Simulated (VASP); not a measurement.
# C in VASP: single point with PBE+D3(BJ)

Aim: the single point of C with PBE+D3(BJ).

All numbers are computed with VASP 6.6.1; they aren't measurements. Logs are shortened: lines on timing, memory, paths and dates and some standing lists are left out, and cuts for length are marked.

### Step 1. The cell of the first run

The cell holds a slab with vacuum, 4 atoms: a = 2.466 Å, b = 2.466 Å, c = 17.500 Å, α = 90.00°, β = 90.00°, γ = 120.00°.

### Step 2. Single point, PBE+D3(BJ) (layers slid over each other)

Contents of INCAR:

```
SYSTEM = C
ALGO     = Normal         ! electronic algorithm
DIPOL    = 0.5 0.5 0.355
EDIFF    = 1E-7           ! SCF threshold, eV
ENCUT    = 520            ! plane-wave cutoff, eV
GGA      = PE             ! functional
IDIPOL   = 3            
ISIF     = 2              ! what is computed and relaxed
ISMEAR   = 0              ! smearing method
IVDW     = 12             ! dispersion correction
LASPH    = .True.         ! aspherical terms in the spheres
LCHARG   = .True.         ! write CHGCAR
LDIPOL   = .True.       
LELF     = .True.         ! ELF
LREAL    = .False.        ! projectors in reciprocal space
LVACPOTAV= .True.       
LVHAR    = .True.       
LWAVE    = .False.        ! write WAVECAR
NBANDS   = 16             ! bands
NELM     = 100            ! most SCF steps
PREC     = Accurate       ! precision mode
SIGMA    = 0.1            ! smearing width, eV
```

Contents of KPOINTS:

```
k-points
0
Gamma
  15 15 1
  0 0 0
```

Contents of POSCAR:

```
C
1.0
    2.4656524412      0.0000000000      0.0000000000
   -1.2328262206      2.1353176510      0.0000000000
    0.0000000000      0.0000000000     17.5000663888
C
4
Direct
    0.6666666667      0.3333333333      0.2571437785
    0.3333333333      0.6666666667      0.2571418816
    1.0000000000      1.0000000000      0.4520020789
    0.6666666667      1.3333333333      0.4520001821
```

Potentials or basis: VASP PAW PBE potentials, release 64 (C).

The run is started by

```sh
$ cat potpaw_PBE.64/C/POTCAR > POTCAR
$ mpirun -np 1 vasp_std > vasp.out
```

OUTCAR:

```text
SYSTEM = C
   EDIFF = 1E-7
   ENCUT = 520
   GGA = PE
   ISIF = 2
   ISMEAR = 0
   IVDW = 12
   LASPH = .True.
   LREAL = .False.
   NELM = 100
   PREC = Accurate
 IVDW          = 12

 ion  position               nearest neighbor table
   1  0.667  0.333  0.257-   2 1.42   2 1.42   2 1.42
   2  0.333  0.667  0.257-   1 1.42   1 1.42   1 1.42
   3  0.000  0.000  0.452-   4 1.42   4 1.42   4 1.42
   4  0.667  0.333  0.452-   3 1.42   3 1.42   3 1.42

  LATTYP: Found a hexagonal cell.
 ALAT       =     2.4656524412
 C/A-ratio  =     7.0975398221

  Lattice vectors:

 A1 = (   2.4656524412,   0.0000000000,   0.0000000000)
 A2 = (  -1.2328262206,   2.1353176510,   0.0000000000)
 A3 = (   0.0000000000,   0.0000000000,  17.5000663888)

Analysis of symmetry for initial positions (statically):
=====================================================================
 Subroutine PRICEL returns:
 Original cell was already a primitive cell.

 Routine SETGRP: Setting up the symmetry group for a
 hexagonal supercell.

 Subroutine GETGRP returns: Found 12 space group operations
 (whereof  6 operations were pure point group operations)
 out of a pool of 24 trial point group operations.

The static configuration has the point symmetry C_3v.
 The point group associated with its full space group is D_3d.

Analysis of symmetry for dynamics (positions and initial velocities):
=====================================================================
 Subroutine PRICEL returns:
 Original cell was already a primitive cell.

 Routine SETGRP: Setting up the symmetry group for a
 hexagonal supercell.

 Subroutine GETGRP returns: Found 12 space group operations
 (whereof  6 operations were pure point group operations)
 out of a pool of 24 trial point group operations.

The dynamic configuration has the point symmetry C_3v.
 The point group associated with its full space group is D_3d.

 Subroutine INISYM returns: Found 12 space group operations
 (whereof  6 operations are pure point group operations),
 and found     1 'primitive' translations

----------------------------------------------------------------------------------------

                                     Primitive cell

  volume of cell :      92.1370

  direct lattice vectors                    reciprocal lattice vectors
     2.465652441  0.000000000  0.000000000     0.405572166  0.234157199  0.000000000
    -1.232826221  2.135317651  0.000000000     0.000000000  0.468314398  0.000000000
     0.000000000  0.000000000 17.500066389     0.000000000  0.000000000  0.057142640

  length of vectors
[... 96 lines left out ...]
   PSTRESS=    0.0 pullay stress
   NELECT =      16.0000    total number of electrons
   NUPDOWN=      -1.0000    fix difference up-down
   EMIN   =  10.00;   EMAX   =-10.00  energy-range for DOS
   EFERMI =   0.00;   METHOD = LEGACY
   ISMEAR =     0;   SIGMA  =   0.10  broadening in eV -4-tet -1-fermi 0-gaus
   EFERMI_NEDOS =   21; number of points for ismear=-14 and -15
   IALGO  =     38    algorithm
   IMIX   =      4    mixing-type and parameters
     AMIX     =   0.40;   BMIX     =  1.00
     AMIX_MAG =   1.60;   BMIX_MAG =  1.00
  volume/ion in A,a.u.               =      23.03       155.44
  Fermi-wavevector in a.u.,A,eV,Ry     =   0.913349  1.725980 11.350070  0.834207
  Thomas-Fermi vector in A             =   2.037850
   LORBIT       =      0    0 simple, 1 ext, 2 COOP (PROOUT), +10 PAW based schemes
   GGA     = PE    functional components
   LHFCALC =     F    Hartree Fock is set to
   AEXX    =    0.0000 exact exchange contribution
   IVDW    =    12    specifies the selected vdW correction
   LEPSILON=     F    determine dielectric tensor
   LRPA    =     F    only Hartree local field effects (RPA)
 non-spin polarized calculation
 Gauss-broadening in eV      SIGMA  =   0.10
  energy-cutoff  :      520.00
  volume of cell :       92.14
 maximum number of plane-waves:      2516
   NGX =  9   NGY =  9   NGZ = 65

 dipolmoment           0.000000      0.000000      0.000114 electrons x Angstroem

 number of electron      15.9999995 magnetization

 dipolmoment           0.000000      0.000000     -0.000001 electrons x Angstroem

 Free energy of the ion-electron system (eV)
  ---------------------------------------------------
  ext. energy  EPLUGINS =         0.00000000
  ---------------------------------------------------
  free energy    TOTEN  =       -36.87818854 eV

  energy without entropy =      -36.87718544  energy(sigma->0) =      -36.87768699

 E-fermi :  -0.8366     XC(G=0):  -4.4444

 val. band max:       -0.8365649327   @ k =   0.3333   0.3333   0.0000
 cond. band min:      -0.8365591113   @ k =   0.3333   0.3333   0.0000
 fundamental gap:      0.0000058213
 Fermi energy:        -0.8365612962

 k-point     1 :       0.0000    0.0000    0.0000
  band No.  band energies     occupation
      1     -20.4146      2.00000
      2     -20.2820      2.00000
      3      -8.8835      2.00000
      4      -7.9866      2.00000
      5      -3.8686      2.00000
      6      -3.8686      2.00000
[... 433 lines left out ...]
      3     -13.5211      2.00000
      4     -13.4914      2.00000
      5      -9.6900      2.00000
      6      -9.6453      2.00000
[... 8 lines left out ...]
     15      11.0809      0.00000
     16      11.2162      0.00000

 [... further k-points ...]

------------------------ aborting loop because EDIFF is reached ----------------------------------------

 Edisp (eV)   -0.47422

 E8    (eV) :    -0.1415

  FORCE on cell =-STRESS in cart. coord.  units (eV):
  Direction    XX          YY          ZZ          XY          YZ          ZX
  --------------------------------------------------------------------------------------
  -------------------------------------------------------------------------------------
  Total       0.12392     0.12392    -0.03924     0.00000     0.00000     0.00000
  in kB       2.15491     2.15491    -0.68227     0.00000     0.00000     0.00000
  external pressure =        1.21 kB  Pullay stress =        0.00 kB

 VOLUME and BASIS-vectors are now :
 -----------------------------------------------------------------------------
  energy-cutoff  :      520.00
  volume of cell :       92.14
      direct lattice vectors                 reciprocal lattice vectors
     2.465652441  0.000000000  0.000000000     0.405572166  0.234157199  0.000000000
    -1.232826221  2.135317651  0.000000000     0.000000000  0.468314398  0.000000000
     0.000000000  0.000000000 17.500066389     0.000000000  0.000000000  0.057142640

 POSITION                                       TOTAL-FORCE (eV/Angst)
 -----------------------------------------------------------------------------------
      1.23283      0.71177      4.50003         0.000000      0.000000      0.010523
     -0.00000      1.42355      4.50000         0.000000     -0.000000     -0.006408
      0.00000      0.00000      7.91007        -0.000000      0.000000      0.006408
      1.23283      0.71177      7.91003        -0.000000     -0.000000     -0.010523
 -----------------------------------------------------------------------------------
    total drift:                               -0.000000     -0.000000     -0.000043

  FREE ENERGIE OF THE ION-ELECTRON SYSTEM (eV)
  ---------------------------------------------------
  free  energy   TOTEN  =       -37.3524082913 eV

  energy  without entropy=      -37.3514051924  energy(sigma->0) =      -37.35190674

 vacuum level on the upper side and lower side of the slab         3.438         3.438
```

stdout:

```text
POSCAR found type information on POSCAR C
 POSCAR found :  1 types and       4 ions
 scaLAPACK will be used
 LDA part: xc-table for (Slater+PW92), standard interpolation
 POSCAR, INCAR and KPOINTS ok, starting setup
 FFT: planning ... GRIDC
 FFT: planning ... GRID_SOFT
 FFT: planning ... GRID
 WAVECAR not read
 entering main loop
 -----------------------------------------------------------------------------
|                                                                             |
|           W    W    AA    RRRRR   N    N  II  N    N   GGGG   !!!           |
|           W    W   A  A   R    R  NN   N  II  NN   N  G    G  !!!           |
|           W    W  A    A  R    R  N N  N  II  N N  N  G       !!!           |
|           W WW W  AAAAAA  RRRRR   N  N N  II  N  N N  G  GGG   !            |
|           WW  WW  A    A  R   R   N   NN  II  N   NN  G    G                |
|           W    W  A    A  R    R  N    N  II  N    N   GGGG   !!!           |
|                                                                             |
|     Did not find any points to average over, which means that no vacuum     |
|     field-free region was found. Please increase the size of  your cell     |
|     in the dimension of the dipole correction to obtain accurate            |
|     workfunction values.                                                    |
|                                                                             |
 -----------------------------------------------------------------------------
```

It took 34 s on 1 thread of AMD EPYC 9R45 (Zen 5), shared host; peak memory 0.18 GiB.

Results:

```
Free energy                : -37.3524 eV
Largest force              : 0.011 eV/Å
Band gap on the k mesh     : zero (filled and empty bands touch)
Dispersion energy per atom : -0.119 eV
```

Forces on the atoms (eV/Å):
```
C    0.000  0.000  0.011
C    0.000  0.000 -0.006
C    0.000  0.000  0.006
C    0.000  0.000 -0.011
```

Levels at points of the mesh, in eV from the Fermi level:
```csv
k point,band 4,band 5,band 6,band 7,band 8,band 9,band 10,band 11,band 12,band 13
"(0.00, 0.00, 0.00)",-7.15,-3.03,-3.03,-3.02,-3.02,3.40,3.86,4.78,6.54,6.62
```

Caveat: the cell differs from its parent crystal (layers slid over each other).
